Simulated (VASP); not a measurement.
Input of a VASP 6.6.1 run:

INCAR

```
SYSTEM = SnTe
PREC = Accurate
ENCUT = 520
EDIFF = 1E-6
ISMEAR = -1
SIGMA = 0.05
LREAL = .False.
LASPH = .True.
NELM = 100
ALGO = Normal
ISIF = 2
LWAVE = .False.
LCHARG = .True.
GGA = CA
LELF = .True.
LVHAR = .True.
NBANDS = 17
```

File KPOINTS:

```
regular mesh
0
Gamma
  6 6 6
  0 0 0
```

POSCAR

```
SnTe
1.0
    0.0000000000      3.6111460000      3.6111460000
    3.6111460000      0.0000000000      3.6111460000
    3.6111460000      3.6111460000      0.0000000000
Te Sn
1 1
Direct
    0.2500000000      0.2500000000      0.2500000000
    0.0000000000      0.0000000000      0.0000000000
```

Potentials or basis: VASP PAW LDA potentials, release 64 (Te, Sn_d).

Run with:

```bash
$ cat potpaw_LDA.64/Te/POTCAR potpaw_LDA.64/Sn_d/POTCAR > POTCAR
$ mpirun -np 1 vasp_std > vasp.out
```

Problem. What does it give for the band gap on the k mesh?

Solution. 0.19 eV, indirect (least direct gap 0.72 eV).

Problem. What does it give for the pressure?

Solution. -2.2 GPa.

Caveat: spin-orbit coupling is left out, which moves the levels of the heavy elements. A k mesh can miss the band edges.
